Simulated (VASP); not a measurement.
# Ga (I4/mmm) in VASP: electric field gradients with PBE

Aim: the electric field gradients of Ga with PBE.

All numbers are computed with VASP 6.6.1; they aren't measurements. Logs are shortened: lines on timing, memory, paths and dates and some standing lists are left out, and cuts for length are marked.

### Step 1. The cell of the first run

The structure is tetragonal, space group I4/mmm (No. 139). Conventional cell: a = 2.808 Å, b = 2.808 Å, c = 4.458 Å, α = 90.00°, β = 90.00°, γ = 90.00°. Within 3.7 Å of Ga (site symmetry 4/mmm) lie 12 Ga at 2.81 to 2.99 Å.

### Step 2. Electric field gradients, PBE, non-collinear spin, zero start, spin-orbit coupling

Input file INCAR:

```
SYSTEM = Ga
PREC = Accurate ; ENCUT = 520
EDIFF = 1E-8 ; ISMEAR = -1
SIGMA = 0.03 ; LREAL = .FALSE.
LASPH = .TRUE. ; NELM = 150
ALGO = Normal ; ISIF = 2
LWAVE = .FALSE. ; LCHARG = .FALSE.
MAGMOM = 0 0 0 ; LORBIT = 11
LSORBIT = .TRUE. ; GGA_COMPAT = .FALSE.
LORBMOM = .TRUE. ; GGA = PE
LEFG = .TRUE. ; NBANDS = 24
```

Input file KPOINTS:

```
regular mesh
0
G
  16 16 16
  0 0 0
```

Input file POSCAR:

```
Ga
1.0
   -1.4040000000      1.4040000000      2.2290000000
    1.4040000000     -1.4040000000      2.2290000000
    1.4040000000      1.4040000000     -2.2290000000
Ga
1
Direct
    0.0000000000      0.0000000000      0.0000000000
```

Potentials or basis: VASP PAW PBE potentials, release 64 (Ga_d).

Run with:

```sh
$ cat potpaw_PBE.64/Ga_d/POTCAR > POTCAR
$ mpirun -np 1 vasp_ncl > vasp.out
```

OUTCAR:

```text
SYSTEM = Ga
   PREC = Accurate
   ENCUT = 520
   EDIFF = 1E-8
   ISMEAR = -1
   LREAL = .FALSE.
   LASPH = .TRUE.
   NELM = 150
   ISIF = 2
   LORBIT = 11
   LSORBIT = .TRUE.
   GGA = PE

 ion  position               nearest neighbor table
   1  0.000  0.000  0.000-

  LATTYP: Found a body centered tetragonal cell.
 ALAT       =     2.8080000000
 C/A-ratio  =     1.5876068376

  Lattice vectors:

 A1 = (  -1.4040000000,   1.4040000000,   2.2290000000)
 A2 = (   1.4040000000,  -1.4040000000,   2.2290000000)
 A3 = (   1.4040000000,   1.4040000000,  -2.2290000000)

Analysis of symmetry for initial positions (statically):
=====================================================================
 Subroutine PRICEL returns:
 Original cell was already a primitive cell.

 Routine SETGRP: Setting up the symmetry group for a
 body centered tetragonal supercell.

 Subroutine GETGRP returns: Found 16 space group operations
 (whereof 16 operations were pure point group operations)
 out of a pool of 16 trial point group operations.

The static configuration has the point symmetry D_4h.

Analysis of symmetry for dynamics (positions and initial velocities):
=====================================================================
 Subroutine PRICEL returns:
 Original cell was already a primitive cell.

 Routine SETGRP: Setting up the symmetry group for a
 body centered tetragonal supercell.

 Subroutine GETGRP returns: Found 16 space group operations
 (whereof 16 operations were pure point group operations)
 out of a pool of 16 trial point group operations.

The dynamic configuration has the point symmetry D_4h.

Analysis of structural, dynamic, and magnetic symmetry:
=====================================================================
 Subroutine PRICEL returns:
 Original cell was already a primitive cell.

 Routine SETGRP: Setting up the symmetry group for a
 body centered tetragonal supercell.

 Subroutine GETGRP returns: Found 16 space group operations
 (whereof 16 operations were pure point group operations)
 out of a pool of 16 trial point group operations.

The overall configuration has the point symmetry D_4h.

 Subroutine INISYM returns: Found 16 space group operations
 (whereof 16 operations are pure point group operations),
 and found     1 'primitive' translations

----------------------------------------------------------------------------------------

                                     Primitive cell

[... 817 lines left out ...]
      0.00000      0.00000      0.00000        -0.000000      0.000000     -0.000000
 -----------------------------------------------------------------------------------
    total drift:                                0.000000      0.000000     -0.000000

  FREE ENERGIE OF THE ION-ELECTRON SYSTEM (eV)
  ---------------------------------------------------
  free  energy   TOTEN  =        -2.8794103951 eV

  energy  without entropy=       -2.8788256217  energy(sigma->0) =       -2.87911801

 Electric field gradients (V/A^2)
---------------------------------------------------------------------
 ion       V_xx      V_yy      V_zz      V_xy      V_xz      V_yz
---------------------------------------------------------------------
   1     -10.502   -10.502    21.004    -0.002    -0.002    -0.002
---------------------------------------------------------------------

 Electric field gradients after diagonalization (V/A^2)
 (convention: |V_zz| > |V_xx| > |V_yy|)
----------------------------------------------------------------------
 ion       V_xx      V_yy      V_zz     asymmetry (V_yy - V_xx)/ V_zz
----------------------------------------------------------------------
   1     -10.504   -10.500    21.004       0.000
----------------------------------------------------------------------

           NMR quadrupolar parameters

 Cq : quadrupolar parameter    Cq=e*Q*V_zz/h
 eta: asymmetry parameters     (V_yy - V_xx)/ V_zz
 Q  : nuclear electric quadrupole moment in mb (millibarn)
----------------------------------------------------------------------
 ion       Cq(MHz)       eta       Q (mb)
----------------------------------------------------------------------
   1       0.051       0.000       1.000
----------------------------------------------------------------------

 orbital moment (x)

 # of ion     p       d       tot
 ----------------------------------------
  1        -0.000   0.000  -0.000
 ----------------------------------------
           -0.000   0.000  -0.000

 orbital moment (y)

 # of ion     p       d       tot
 ----------------------------------------
  1        -0.000   0.000   0.000
 ----------------------------------------
           -0.000   0.000   0.000

 orbital moment (z)

 # of ion     p       d       tot
 ----------------------------------------
  1        -0.000  -0.000  -0.000
 ----------------------------------------
           -0.000  -0.000  -0.000

 Spin-Orbit-Coupling matrix elements

 Ion:    1  E_soc:     -0.0107124
 l=   1
     0.0000000    -0.0009531    -0.0009763
    -0.0009531     0.0000000    -0.0009531
    -0.0009763    -0.0009531     0.0000000
 l=   2
     0.0000000    -0.0001658     0.0000000    -0.0001658    -0.0006641
    -0.0001658     0.0000000    -0.0004937    -0.0001640    -0.0001632
     0.0000000    -0.0004937     0.0000000    -0.0004937     0.0000000
    -0.0001658    -0.0001640    -0.0004937     0.0000000    -0.0001632
    -0.0006641    -0.0001632     0.0000000    -0.0001632     0.0000000
 l=   3
     0.0000000     0.0000000     0.0000000     0.0000000     0.0000000     0.0000000     0.0000000
     0.0000000     0.0000000     0.0000000     0.0000000     0.0000000     0.0000000     0.0000000
     0.0000000     0.0000000     0.0000000     0.0000000     0.0000000     0.0000000     0.0000000
     0.0000000     0.0000000     0.0000000     0.0000000     0.0000000     0.0000000     0.0000000
     0.0000000     0.0000000     0.0000000     0.0000000     0.0000000     0.0000000     0.0000000
     0.0000000     0.0000000     0.0000000     0.0000000     0.0000000     0.0000000     0.0000000
     0.0000000     0.0000000     0.0000000     0.0000000     0.0000000     0.0000000     0.0000000

 total charge

# of ion       s       p       d       tot
------------------------------------------
    1        1.020   0.580   9.967  11.567

 magnetization (x)

# of ion       s       p       d       tot
------------------------------------------
    1        0.000  -0.000   0.000   0.000

 magnetization (y)

# of ion       s       p       d       tot
------------------------------------------
    1       -0.000   0.000  -0.000  -0.000

 magnetization (z)

# of ion       s       p       d       tot
------------------------------------------
    1        0.000  -0.000   0.000  -0.000
```

OSZICAR:

```text
N       E                     dE             d eps       ncg     rms          rms(c)
DAV:   1     0.708060585216E+02    0.70806E+02   -0.62160E+03 19712   0.208E+03
DAV:   2     0.409964630580E+01   -0.66706E+02   -0.63316E+02 17624   0.375E+02
DAV:   3    -0.280141514640E+01   -0.69011E+01   -0.68696E+01 19504   0.876E+01
DAV:   4    -0.290844401978E+01   -0.10703E+00   -0.10700E+00 19688   0.120E+01
DAV:   5    -0.290996384151E+01   -0.15198E-02   -0.15198E-02 21144   0.138E+00    0.917E-01
DAV:   6    -0.288566076234E+01    0.24303E-01   -0.31156E-02 22880   0.409E+00    0.462E-01
DAV:   7    -0.288002501957E+01    0.56357E-02   -0.68355E-03 23656   0.152E+00    0.122E-01
DAV:   8    -0.287940401565E+01    0.62100E-03   -0.88702E-04 18992   0.545E-01    0.129E-02
DAV:   9    -0.287940907310E+01   -0.50574E-05   -0.30428E-05 20520   0.662E-02    0.117E-02
DAV:  10    -0.287941039891E+01   -0.13258E-05   -0.12920E-06 21032   0.167E-02    0.231E-03
DAV:  11    -0.287941039515E+01    0.37617E-08   -0.93537E-08 21336   0.360E-03
   1 F= -.28794104E+01 E0= -.28791180E+01  d E =-.584773E-03  mag=    -0.0000     0.0000     0.0000
```

It took 3.6 min on 1 thread of Intel Xeon Platinum 8488C (Sapphire Rapids), shared host; peak memory 0.34 GiB.

Results:

| Quantity | Value |
| --- | --- |
| Free energy | -2.8794 eV |
| Pressure | 4.5 GPa |
| Net moment | 0.00 μB per cell |
| Largest electric field gradient by atom | Ga +21.0 V/Å² |
| Valence electrons inside the program's atomic spheres | Ga 11.57 |

Moments on the atoms (μB; x, y, z):
```
Ga  0.00 0.00 0.00
```

Electric field gradients, principal values (V/Å²):
| atom | least | middle | greatest (by size) |
| --- | --- | --- | --- |
| 1 Ga | -10.500 | -10.504 | 21.004 |

Caveat: the cell stands under pressure; without QUAD_EFG the Cq values of the log hold for a quadrupole moment of 1 mb, not for the nuclei.
